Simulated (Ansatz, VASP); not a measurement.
## Ta in VASP and in Ansatz

```
Ta
1.0
    -1.59964    1.59964    1.75961
     1.59964   -1.59964    1.75961
     1.59964    1.59964   -1.75961
Ta
1
Direct
  0.00000 0.00000 0.00000
```

Alike in both runs: task single point; functional PBE; k mesh 22 × 22 × 22; occupations gaussian, width 0.15 eV; no spin polarisation.

```csv
,VASP,Ansatz
version,VASP 6.6.1,Ansatz 0.2.0
potentials or method,"VASP PAW PBE potentials, release 64 (Ta_pv), cutoff 520 eV","scalar-relativistic, plane waves, PAW"
valence electrons in the cell,11,13
```

```tsv
	VASP	Ansatz	Ansatz less VASP
gap on the k mesh at the Fermi level (eV)	none	none	-
pressure (GPa)	4.0	3.9	-0.12
traceless stress, the component that is largest in VASP (GPa)	-6.48	-6.50	-0.015
```

A gap of «none» marks a metal or a gap that the smearing closes. VASP's potentials hold 11 valence electrons a cell and Ansatz's 13, so a difference there can come from the potentials and not from the codes.

Spin-orbit coupling is off throughout.
